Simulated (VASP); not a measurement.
# CaGa2H2Cl2 in VASP: a series of runs

The runs below take CaGa2H2Cl2 through density of states, with PBE+D3(BJ), PBEsol.

Program: VASP 6.6.1. These are calculated values, not measurements. Logs are shortened: lines on timing, memory, paths and dates and some standing lists are left out, and cuts for length are marked.

### Step 1. The cell of the first run

The cell holds a sheet with vacuum, 7 atoms: a = 3.830 Å, b = 3.830 Å, c = 44.775 Å, α = 90.00°, β = 90.00°, γ = 120.00°.

### Step 2. Density of states, PBE+D3(BJ)

Input file POSCAR:

```
CaGa2H2Cl2
1.0
    3.8301340113      0.0000000000      0.0000000000
   -1.9150670056      3.3169933537      0.0000000000
    0.0000000000      0.0000000000     44.7753657699
Ca Ga H Cl
1 2 2 2
Direct
    0.0000000000      0.0000000000      0.1859553748
    0.0000000000      0.0000000000      0.3527652378
    0.3333333333      0.6666666667      0.3211830407
    0.0000000000      0.0000000000      0.3876208748
    0.3333333333      0.6666666667      0.2863597289
    0.3333333333      0.6666666667      0.2202201316
    0.6666666667      0.3333333333      0.1516375883
```

Input file INCAR.step1:

```
PREC     = Accurate       # precision mode
ENCUT    = 520            # plane-wave cutoff, eV
EDIFF    = 1E-7           # SCF threshold, eV
ISMEAR   = 0              # smearing method
SIGMA    = 0.1            # smearing width, eV
LREAL    = False          # projectors in reciprocal space
LASPH    = True           # aspherical terms in the spheres
NELM     = 80             # most SCF steps
ALGO     = Normal         # electronic algorithm
ISIF     = 2              # what is computed and relaxed
LWAVE    = False          # write WAVECAR
LCHARG   = True           # write CHGCAR
LDIPOL   = True         
IDIPOL   = 3            
DIPOL    = 0.5 0.5 0.272
GGA      = PE             # functional
IVDW     = 12             # dispersion correction
NBANDS   = 35             # bands
```

Input file KPOINTS.step1:

```
regular mesh
0
Gamma
  12 12 1
```

Input file INCAR.step2:

```
PREC     = Accurate       # precision mode
ENCUT    = 520            # plane-wave cutoff, eV
EDIFF    = 1E-7           # SCF threshold, eV
ISMEAR   = -5             # smearing method
SIGMA    = 0.1            # smearing width, eV
LREAL    = False          # projectors in reciprocal space
LASPH    = True           # aspherical terms in the spheres
NELM     = 80             # most SCF steps
ALGO     = Normal         # electronic algorithm
ISIF     = 2              # what is computed and relaxed
LWAVE    = False          # write WAVECAR
LCHARG   = False          # write CHGCAR
LDIPOL   = True         
IDIPOL   = 3            
DIPOL    = 0.5 0.5 0.272
GGA      = PE             # functional
IVDW     = 12             # dispersion correction
LORBIT   = 11             # projections on sites
NBANDS   = 35             # bands
NEDOS    = 1001           # points of the DOS
ICHARG   = 11             # starting density
```

Input file KPOINTS.step2:

```
regular mesh
0
Gamma
  18 18 1
```

Potentials or basis: VASP PAW PBE potentials, release 64 (Ca_sv, Ga_d, H, Cl).

Launch:

```
cat potpaw_PBE.64/Ca_sv/POTCAR potpaw_PBE.64/Ga_d/POTCAR potpaw_PBE.64/H/POTCAR potpaw_PBE.64/Cl/POTCAR > POTCAR
cp INCAR.step1 INCAR
cp KPOINTS.step1 KPOINTS
mpirun -np 1 vasp_std > vasp.out
cp INCAR.step2 INCAR
cp KPOINTS.step2 KPOINTS
mpirun -np 1 vasp_std > vasp.out
```

OUTCAR:

```text
PREC = Accurate
   ENCUT = 520
   EDIFF = 1E-7
   ISMEAR = -5
   LREAL = False
   LASPH = True
   NELM = 80
   ISIF = 2
   GGA = PE
   IVDW = 12
   LORBIT = 11
   ICHARG = 11
 IVDW          = 12

 ion  position               nearest neighbor table
   1  0.000  0.000  0.186-   6 2.69   6 2.69   6 2.69   7 2.69   7 2.69   7 2.69
   2  0.000  0.000  0.353-   4 1.56   3 2.62   3 2.62   3 2.62
   3  0.333  0.667  0.321-   5 1.56   2 2.62   2 2.62   2 2.62
   4  0.000  0.000  0.388-   2 1.56
   5  0.333  0.667  0.286-   3 1.56
   6  0.333  0.667  0.220-   1 2.69   1 2.69   1 2.69
   7  0.667  0.333  0.152-   1 2.69   1 2.69   1 2.69

  LATTYP: Found a hexagonal cell.
 ALAT       =     3.8301340113
 C/A-ratio  =    11.6902869816

  Lattice vectors:

 A1 = (   3.8301340113,   0.0000000000,   0.0000000000)
 A2 = (  -1.9150670056,   3.3169933537,   0.0000000000)
 A3 = (   0.0000000000,   0.0000000000,  44.7753657699)

Analysis of symmetry for initial positions (statically):
=====================================================================
 Subroutine PRICEL returns:
 Original cell was already a primitive cell.

 Routine SETGRP: Setting up the symmetry group for a
 hexagonal supercell.

 Subroutine GETGRP returns: Found  6 space group operations
 (whereof  6 operations were pure point group operations)
 out of a pool of 24 trial point group operations.

The static configuration has the point symmetry C_3v.

Analysis of symmetry for dynamics (positions and initial velocities):
=====================================================================
 Subroutine PRICEL returns:
 Original cell was already a primitive cell.

 Routine SETGRP: Setting up the symmetry group for a
 hexagonal supercell.

 Subroutine GETGRP returns: Found  6 space group operations
 (whereof  6 operations were pure point group operations)
 out of a pool of 24 trial point group operations.

The dynamic configuration has the point symmetry C_3v.

 Subroutine INISYM returns: Found  6 space group operations
 (whereof  6 operations are pure point group operations),
 and found     1 'primitive' translations

----------------------------------------------------------------------------------------

                                     Primitive cell

  volume of cell :     568.8499

  direct lattice vectors                    reciprocal lattice vectors
[... 120 lines left out ...]
  volume/ion in A,a.u.               =      81.26       548.40
  Fermi-wavevector in a.u.,A,eV,Ry     =   0.737468  1.393613  7.399658  0.543860
  Thomas-Fermi vector in A             =   1.831157
   LORBIT       =     11    0 simple, 1 ext, 2 COOP (PROOUT), +10 PAW based schemes
   GGA     = PE    functional components
   LHFCALC =     F    Hartree Fock is set to
   AEXX    =    0.0000 exact exchange contribution
   IVDW    =    12    specifies the selected vdW correction
   LEPSILON=     F    determine dielectric tensor
   LRPA    =     F    only Hartree local field effects (RPA)
 non-spin polarized calculation
 Fermi weights with tetrahedron method with Bloechl corrections
  energy-cutoff  :      520.00
  volume of cell :      568.85
 maximum number of plane-waves:     15423

 number of electron      52.0000005 magnetization

 dipolmoment           0.000000      0.000000      0.006874 electrons x Angstroem

 Free energy of the ion-electron system (eV)
  ---------------------------------------------------
  ext. energy  EPLUGINS =         0.00000000
  ---------------------------------------------------
  free energy    TOTEN  =       -24.09100559 eV

  energy without entropy =      -24.09100559  energy(sigma->0) =      -24.09100559

 E-fermi :  -3.4802     XC(G=0):  -2.4457

 val. band max:       -3.5013039820   @ k =   0.3333   0.1667   0.0000
 cond. band min:      -3.3724071675   @ k =   0.1667   0.1111   0.0000
 fundamental gap:      0.1288968145
 Fermi energy:        -3.4801986267

 k-point     1 :       0.0000    0.0000    0.0000
  band No.  band energies     occupation
      1     -44.1987      2.00000
      2     -25.3211      2.00000
      3     -25.1923      2.00000
      4     -25.1923      2.00000
      5     -19.3162      2.00000
      6     -18.8554      2.00000
[... 901 lines left out ...]
     34       2.3072      0.00000
     35       2.6999      0.00000

 [... further k-points ...]

------------------------ aborting loop because EDIFF is reached ----------------------------------------

 vacuum level on the upper side and lower side of the slab       (xc-potential included)        -0.013        -0.107

 Edisp (eV)   -0.88965

 E8    (eV) :    -0.3794

  FORCE on cell =-STRESS in cart. coord.  units (eV):
  Direction    XX          YY          ZZ          XY          YZ          ZX
  --------------------------------------------------------------------------------------
  -------------------------------------------------------------------------------------
  Total      -0.02883    -0.02883    -0.08676    -0.00000     0.00000    -0.00000
  in kB      -0.08119    -0.08119    -0.24437    -0.00000     0.00000    -0.00000
  external pressure =       -0.14 kB  Pullay stress =        0.00 kB

 VOLUME and BASIS-vectors are now :
 -----------------------------------------------------------------------------
  energy-cutoff  :      520.00
  volume of cell :      568.85
      direct lattice vectors                 reciprocal lattice vectors
     3.830134011  0.000000000  0.000000000     0.261087470  0.150738921  0.000000000
    -1.915067006  3.316993354  0.000000000     0.000000000  0.301477843  0.000000000
     0.000000000  0.000000000 44.775365770     0.000000000  0.000000000  0.022333709

 POSITION                                       TOTAL-FORCE (eV/Angst)
 -----------------------------------------------------------------------------------
      0.00000      0.00000      8.32622         0.000000     -0.000000      0.003034
      0.00000      0.00000     15.79519         0.000000     -0.000000      0.042804
     -0.00000      2.21133     14.38109        -0.000000     -0.000000     -0.044818
      0.00000      0.00000     17.35587         0.000000     -0.000000     -0.026740
     -0.00000      2.21133     12.82186         0.000000     -0.000000      0.027690
     -0.00000      2.21133      9.86044         0.000000      0.000000      0.024814
      1.91507      1.10566      6.78963         0.000000     -0.000000     -0.026784
 -----------------------------------------------------------------------------------
    total drift:                                0.006177     -0.003567      0.001567

  FREE ENERGIE OF THE ION-ELECTRON SYSTEM (eV)
  ---------------------------------------------------
  free  energy   TOTEN  =       -24.9806531276 eV

  energy  without entropy=      -24.9806531276  energy(sigma->0) =      -24.98065313

 vacuum level on the upper side and lower side of the slab         1.858         1.763

 total charge

# of ion       s       p       d       tot
------------------------------------------
    1        2.034   5.868   0.252   8.155
    2        0.951   0.728   9.950  11.628
    3        0.952   0.729   9.950  11.631
    4        0.526   0.010   0.000   0.536
    5        0.527   0.010   0.000   0.537
    6        1.596   3.580   0.000   5.176
    7        1.596   3.580   0.000   5.176
--------------------------------------------------
tot          8.182  14.505  20.151  42.839
```

OSZICAR.step1:

```text
N       E                     dE             d eps       ncg     rms          rms(c)
DAV:   1     0.396607612196E+03    0.39661E+03   -0.22045E+04  1626   0.122E+03
DAV:   2     0.330864756371E+02   -0.36352E+03   -0.35189E+03  1742   0.289E+02
DAV:   3    -0.212642130748E+02   -0.54351E+02   -0.53707E+02  1816   0.108E+02
DAV:   4    -0.248630386384E+02   -0.35988E+01   -0.35855E+01  2116   0.266E+01
[... 20 lines left out ...]
DAV:  25    -0.240890041044E+02   -0.15397E-05   -0.17115E-08  1049   0.225E-03    0.990E-05
DAV:  26    -0.240890048409E+02   -0.73655E-06   -0.10797E-08  1126   0.127E-03    0.973E-05
DAV:  27    -0.240890049457E+02   -0.10478E-06    0.29066E-10  1130   0.461E-04    0.432E-05
DAV:  28    -0.240890051443E+02   -0.19857E-06    0.15416E-09  1052   0.122E-03    0.792E-05
DAV:  29    -0.240890051585E+02   -0.14237E-07    0.29616E-09   969   0.533E-04
   1 F= -.24978653E+02 E0= -.24975801E+02  d E =-.570250E-02
```

Wall time 13 min (1 thread of Intel Xeon 6975P-C (Granite Rapids), shared host); peak memory 1 GiB.

What came out:

```yaml
Valence_electrons_inside_the_program's_atomic_spheres: Ca 8.15; Ga 11.63; H 0.54; Cl 5.18
Dispersion_energy_per_atom: -0.127 eV
```

Levels at points of the mesh, in eV from the Fermi level:
| k point | band 24 | band 25 | band 26 | band 27 | band 28 | band 29 |
| --- | --- | --- | --- | --- | --- | --- |
| (0.00, 0.00, 0.00) | -2.97 | -2.31 | 3.22 | 3.64 | 3.64 | 3.65 |
| (0.50, 0.00, 0.00) | -3.46 | -2.45 | -1.97 | 1.53 | 2.44 | 3.29 |

Caveat: tetrahedron occupations give inexact forces and stress in metals.

(Continued in part 2 of 2.)
